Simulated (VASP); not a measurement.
# As (P6_3/mmc) in VASP: notebook, part 2 of 2

VASP 6.6.1. Earlier steps stand in the parts before.

### 5 Single point, PBEsol

This run uses another cell than the first one: it holds 4 atoms, not 2.

INCAR

```
SYSTEM = As
PREC     = Accurate       ! precision mode
ENCUT    = 600            ! plane-wave cutoff, eV
EDIFF    = 1E-6           ! SCF threshold, eV
ISMEAR   = 0              ! smearing method
SIGMA    = 0.1            ! smearing width, eV
LREAL    = .FALSE.        ! projectors in reciprocal space
LASPH    = .TRUE.         ! aspherical terms in the spheres
NELM     = 120            ! most SCF steps
ALGO     = Normal         ! electronic algorithm
ISIF     = 2              ! what is computed and relaxed
LWAVE    = .FALSE.        ! write WAVECAR
LCHARG   = .FALSE.        ! write CHGCAR
GGA      = PS             ! functional
NBANDS   = 38             ! bands
GGA_COMPAT= .FALSE.
```

KPOINTS

```
Automatic mesh
0
G
  6 6 4
  0 0 0
```

POSCAR

```
As
1.0
    3.8322932247      0.0000000000      0.0000000000
   -1.9161466124      3.3188632874      0.0000000000
    0.0000000000      0.0000000000      6.3232838208
As
4
Direct
    0.3333333333      0.6666666667      0.4375000000
    0.6666666667      0.3333333333      0.9375000000
    0.6666666667      0.3333333333      0.5625000000
    0.3333333333      0.6666666667      0.0625000000
```

Potentials or basis: VASP PAW PBE potentials, release 64 (As_d).

On the command line:

```bash
> cat potpaw_PBE.64/As_d/POTCAR > POTCAR
> mpirun -np 1 vasp_std > vasp.out
```

OUTCAR:

```text
SYSTEM = As
   PREC = Accurate
   ENCUT = 600
   EDIFF = 1E-6
   ISMEAR = 0
   LREAL = .FALSE.
   LASPH = .TRUE.
   NELM = 120
   ISIF = 2
   GGA = PS

 ion  position               nearest neighbor table
   1  0.333  0.667  0.438-   3 2.35   3 2.35   3 2.35   4 2.37
   2  0.667  0.333  0.938-   4 2.35   4 2.35   4 2.35   3 2.37
   3  0.667  0.333  0.562-   1 2.35   1 2.35   1 2.35   2 2.37
   4  0.333  0.667  0.062-   2 2.35   2 2.35   2 2.35   1 2.37

  LATTYP: Found a hexagonal cell.
 ALAT       =     3.8322932247
 C/A-ratio  =     1.6500000000

  Lattice vectors:

 A1 = (   3.8322932247,   0.0000000000,   0.0000000000)
 A2 = (  -1.9161466124,   3.3188632874,   0.0000000000)
 A3 = (   0.0000000000,   0.0000000000,   6.3232838208)

Analysis of symmetry for initial positions (statically):
=====================================================================
 Subroutine PRICEL returns:
 Original cell was already a primitive cell.

 Routine SETGRP: Setting up the symmetry group for a
 hexagonal supercell.

 Subroutine GETGRP returns: Found 24 space group operations
 (whereof 12 operations were pure point group operations)
 out of a pool of 24 trial point group operations.

The static configuration has the point symmetry D_3d.
 The point group associated with its full space group is D_6h.

Analysis of symmetry for dynamics (positions and initial velocities):
=====================================================================
 Subroutine PRICEL returns:
 Original cell was already a primitive cell.

 Routine SETGRP: Setting up the symmetry group for a
 hexagonal supercell.

 Subroutine GETGRP returns: Found 24 space group operations
 (whereof 12 operations were pure point group operations)
 out of a pool of 24 trial point group operations.

The dynamic configuration has the point symmetry D_3d.
 The point group associated with its full space group is D_6h.

 Subroutine INISYM returns: Found 24 space group operations
 (whereof 12 operations are pure point group operations),
 and found     1 'primitive' translations

----------------------------------------------------------------------------------------

                                     Primitive cell

  volume of cell :      80.4249

  direct lattice vectors                    reciprocal lattice vectors
     3.832293225  0.000000000  0.000000000     0.260940367  0.150653991  0.000000000
    -1.916146612  3.318863287  0.000000000     0.000000000  0.301307982  0.000000000
     0.000000000  0.000000000  6.323283821     0.000000000  0.000000000  0.158145677

  length of vectors
     3.832293225  3.832293225  6.323283821     0.301307982  0.301307982  0.158145677

  position of ions in fractional coordinates (direct lattice)
     0.333333333  0.666666667  0.437500000
     0.666666667  0.333333333  0.937500000
     0.666666667  0.333333333  0.562500000
     0.333333333  0.666666667  0.062500000

  ion indices of the primitive-cell ions
   primitive index   ion index
                 1           1
                 2           2
                 3           3
                 4           4

----------------------------------------------------------------------------------------

 KPOINTS: Automatic mesh

Automatic generation of k-mesh.
 Grid dimensions read from file:
 generate k-points for:    6    6    4

 Generating k-lattice:

  Cartesian coordinates                     Fractional coordinates (reciprocal lattice)
     0.043490061  0.025108999  0.000000000     0.166666667 -0.000000000  0.000000000
     0.000000000  0.050217997  0.000000000     0.000000000  0.166666667  0.000000000
     0.000000000  0.000000000  0.039536419     0.000000000  0.000000000  0.250000000

  Length of vectors
     0.050217997  0.050217997  0.039536419

  Shift w.r.t. Gamma in fractional coordinates (k-lattice)
     0.000000000  0.000000000  0.000000000

 Subroutine IBZKPT returns following result:
 ===========================================

 Found     21 irreducible k-points:

 Following reciprocal coordinates:
            Coordinates               Weight
  0.000000  0.000000  0.000000      1.000000
  0.166667 -0.000000  0.000000      6.000000
  0.333333 -0.000000  0.000000      6.000000
  0.500000  0.000000  0.000000      3.000000
  0.166667  0.166667  0.000000      6.000000
  0.333333  0.166667  0.000000     12.000000
[... 13 lines left out ...]
  0.333333  0.166667  0.500000     12.000000
  0.333333  0.333333  0.500000      2.000000
   k-points           NKPTS =     21   k-points in BZ     NKDIM =     21   number of bands    NBANDS=     38
   number of dos      NEDOS =    301   number of ions     NIONS =      4
   total plane-waves  NPLWV =  55296
   dimension x,y,z NGX =    32 NGY =   32 NGZ =   54
   dimension x,y,z NGXF=    64 NGYF=   64 NGZF=  108
   ions per type =               4
   NGX,Y,Z   is equivalent  to a cutoff of  13.88, 13.88, 14.20 a.u.
   NGXF,Y,Z  is equivalent  to a cutoff of  27.76, 27.76, 28.39 a.u.
 SYSTEM =  As
   PREC   = accura    normal or accurate (medium, high low for compatibility)
   ISTART =      0    job   : 0-new  1-cont  2-samecut
   ICHARG =      2    charge: 1-file 2-atom 10-const
   ISPIN  =      1    spin polarized calculation?
   LNONCOLLINEAR =      F non collinear calculations
   LSORBIT =      F    spin-orbit coupling
   LASPH  =      T    aspherical Exc in radial PAW
   ENCUT  =  600.0 eV  44.10 Ry    6.64 a.u.   7.65  7.65 12.63*2*pi/ulx,y,z
   NELM   =    120;   NELMIN=  2; NELMDL= -5     # of ELM steps
   EDIFF  = 0.1E-05   stopping-criterion for ELM
   LREAL  =      F    real-space projection
   EDIFFG = 0.1E-04   stopping-criterion for IOM
   NSW    =      0    number of steps for IOM
   IBRION =     -1    ionic relax: 0-MD 1-quasi-New 2-CG
   NFREE  =      0    steps in history (QN), initial steepest desc. (CG)
   ISIF   =      2    stress and relaxation
   ISYM   =      2    0-nonsym 1-usesym 2-fastsym
   POTIM  = 0.5000    time-step for ionic-motion
   TEBEG  =    0.0;   TEEND  =   0.0 temperature during run
   PSTRESS=    0.0 pullay stress
   NELECT =      60.0000    total number of electrons
   NUPDOWN=      -1.0000    fix difference up-down
   EMIN   =  10.00;   EMAX   =-10.00  energy-range for DOS
   EFERMI =   0.00;   METHOD = LEGACY
   ISMEAR =     0;   SIGMA  =   0.10  broadening in eV -4-tet -1-fermi 0-gaus
   EFERMI_NEDOS =   21; number of points for ismear=-14 and -15
   IALGO  =     38    algorithm
   IMIX   =      4    mixing-type and parameters
     AMIX     =   0.40;   BMIX     =  1.00
     AMIX_MAG =   1.60;   BMIX_MAG =  1.00
  volume/ion in A,a.u.               =      20.11       135.68
  Fermi-wavevector in a.u.,A,eV,Ry     =   1.484778  2.805824 29.994956  2.204567
  Thomas-Fermi vector in A             =   2.598273
   LORBIT       =      0    0 simple, 1 ext, 2 COOP (PROOUT), +10 PAW based schemes
   GGA     = PS    functional components
   LHFCALC =     F    Hartree Fock is set to
   AEXX    =    0.0000 exact exchange contribution
   IVDW    =     0    specifies the selected vdW correction
   LEPSILON=     F    determine dielectric tensor
   LRPA    =     F    only Hartree local field effects (RPA)
 non-spin polarized calculation
 Gauss-broadening in eV      SIGMA  =   0.10
  energy-cutoff  :      600.00
  volume of cell :       80.42
 maximum number of plane-waves:      2726
 NGX is ok and might be reduce to    32

 number of electron      59.9999991 magnetization

 Free energy of the ion-electron system (eV)
  ---------------------------------------------------
  ext. energy  EPLUGINS =         0.00000000
  ---------------------------------------------------
  free energy    TOTEN  =       -17.12634758 eV

  energy without entropy =      -17.11776812  energy(sigma->0) =      -17.12205785

 E-fermi :   4.8764     XC(G=0): -11.0289

 val. band max:        4.6555051404   @ k =   0.3333   0.3333   0.2500
 cond. band min:       4.9121489271   @ k =   0.3333   0.1667   0.0000
 fundamental gap:      0.2566437867
 Fermi energy:         4.8764456668

 k-point     1 :       0.0000    0.0000    0.0000
  band No.  band energies     occupation
      1     -32.0571      2.00000
      2     -32.0571      2.00000
      3     -32.0319      2.00000
      4     -32.0319      2.00000
      5     -32.0301      2.00000
      6     -32.0159      2.00000
[... 850 lines left out ...]
     37      10.3961      0.00000
     38      10.3961      0.00000

------------------------ aborting loop because EDIFF is reached ----------------------------------------

  FORCE on cell =-STRESS in cart. coord.  units (eV):
  Direction    XX          YY          ZZ          XY          YZ          ZX
  --------------------------------------------------------------------------------------
  -------------------------------------------------------------------------------------
  Total       15.2493650     15.2493650     12.8557925     -0.0000000      0.0000000      0.0000000
  in kB      303.7886702    303.7886702    256.1053582     -0.0000000      0.0000000      0.0000000
  external PRESSURE =     287.8942329 kB  Pullay stress =       0.0000000 kB

 VOLUME and BASIS-vectors are now :
 -----------------------------------------------------------------------------
  energy-cutoff  :      600.00
  volume of cell :       80.42
      direct lattice vectors                 reciprocal lattice vectors
     3.832293225  0.000000000  0.000000000     0.260940367  0.150653991  0.000000000
    -1.916146612  3.318863287  0.000000000     0.000000000  0.301307982  0.000000000
     0.000000000  0.000000000  6.323283821     0.000000000  0.000000000  0.158145677

 POSITION                                       TOTAL-FORCE (eV/Angst)
 -----------------------------------------------------------------------------------
     -0.00000      2.21258      2.76644        -0.000000      0.000000     -0.425538
      1.91615      1.10629      5.92808         0.000000     -0.000000     -0.425538
      1.91615      1.10629      3.55685        -0.000000     -0.000000      0.425538
     -0.00000      2.21258      0.39521         0.000000      0.000000      0.425538
 -----------------------------------------------------------------------------------
    total drift:                               -0.000000      0.000000      0.000000

  FREE ENERGIE OF THE ION-ELECTRON SYSTEM (eV)
  ---------------------------------------------------
  free  energy   TOTEN  =       -17.1263475810 eV

  energy  without entropy=      -17.1177681171  energy(sigma->0) =      -17.12205785
```

Wall time 44 s (1 thread of AMD EPYC 9R45 (Zen 5), shared host); peak memory 0.21 GiB.

Results:

```yaml
Free_energy: -17.1263 eV
Pressure: 28.8 GPa
Largest_force: 0.426 eV/Å
Band_gap_on_the_k_mesh: zero (band 30 reaches 6.49 eV, above the bottom of band 31 at 4.58 eV)
```

Forces on the atoms (eV/Å):
```
As   0.000  0.000 -0.426
As   0.000  0.000 -0.426
As   0.000  0.000  0.426
As   0.000  0.000  0.426
```

Caveat: the PAW data sets were made with another functional, which shifts forces and pressure a little.

### 6 Overview

```csv
task,potentials or basis,cell,k mesh,cutoff (eV),second run,gap on the mesh (eV),pressure (GPa)
single point,"VASP PAW PBE potentials, release 64 (As)","a = 2.922, b = 2.922, c = 4.948 Å, angles 90.0, 90.0, 120.0°, 2 atoms",6 × 6 × 4,520,-,none,0.2
relaxation of cell and atoms,"VASP PAW PBE potentials, release 64 (As)","relaxed from a = 3.130, b = 3.130, c = 5.081 Å, angles 90.0, 90.0, 120.0°, 2 atoms",6 × 6 × 4,600,-,none,0.2
single point,"VASP PAW PBE potentials, release 64 (As)","a = 2.956, b = 2.956, c = 4.857 Å, angles 90.0, 90.0, 120.0°, 2 atoms",21 × 21 × 12,520,-,none,0.2
single point,"VASP PAW PBE potentials, release 64 (As_d)","a = 3.832, b = 3.832, c = 6.323 Å, angles 90.0, 90.0, 120.0°, 4 atoms",6 × 6 × 4,600,valence_matched,none,28.8
```

Alike in all rows: level PBEsol; no spin polarisation; smearing gaussian 0.1 eV.

Caveats: some runs use coarse meshes; the PAW data sets were made with another functional, which shifts forces and pressure a little.

Absolute energies hang on the potentials; compare differences alone.
